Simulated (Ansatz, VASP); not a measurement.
One calculation of LiF, two programs

File INCAR:

```
PREC = Accurate
ENCUT = 520
EDIFF = 1E-7
ISMEAR = -1
SIGMA = 0.02
LREAL = False
LASPH = True
NELM = 80
ALGO = Normal
ISIF = 2
LWAVE = False
LCHARG = True
GGA = PE
LELF = True
LVHAR = True
NBANDS = 12
```

KPOINTS

```
regular mesh
0
Gamma
  10 10 10
```

Contents of POSCAR:

```
LiF
1.0
    0.0045881991      1.9948691899      1.9948691899
    1.9948691899      0.0045881991      1.9948691899
    1.9994573890      1.9994573890      0.0000000000
Li F
1 1
Direct
    0.0000000000      0.0000000000      0.0000000000
    0.5000000000      0.5000000000      0.5000000000
```

Input for Ansatz:

```yaml
crystal:
  lattice:
    - [0.0045881991, 1.9948691899, 1.9948691899]
    - [1.9948691899, 0.0045881991, 1.9948691899]
    - [1.999457389, 1.999457389, 0.0]
  atoms:
    - { symbol: Li, position: [0.0, 0.0, 0.0] }
    - { symbol: F, position: [0.5, 0.5, 0.5] }
kpoints:
  mp_grid: { grid: [10, 10, 10] }
  band_path:
    path:
      - [0.0, 0.0, 0.0]
      - [0.5, 0.0, 0.5]
      - [0.625, 0.25, 0.625]
      - [0.375, 0.375, 0.75]
      - [0.5, 0.5, 0.5]
      - [0.5, 0.25, 0.75]
      - [0.0625, 0.0625, 0.125]
    npoints: 1
hamiltonian:
  xc: pbe
scf:
  occupations: { method: fermi_dirac, width: 0.02 }
  n_extra_bands: 4
output:
  forces: true
  stress: true
  eigenvalues: true
```

Change from the starting cell: shear_xy strain +0.5%.

Alike in both runs: task single point; functional PBE; k mesh 10 × 10 × 10; occupations fermi-dirac, width 0.02 eV; no spin polarisation.

|  | VASP | Ansatz |
| --- | --- | --- |
| version | VASP 6.6.1 | Ansatz 0.2.0 |
| potentials or method | VASP PAW PBE potentials, release 64 (Li_sv, F) | plane waves, PAW |
| plane-wave cutoff (eV) | 520 | 420 |
| valence electrons in the cell | 10 | 10 |

```csv
,VASP,Ansatz,Ansatz less VASP
gap on the k mesh at the Fermi level (eV),9.34,9.34,-0.004
```

Noted on VASP's run: the cutoff is short for stress, so the pressure is rough.
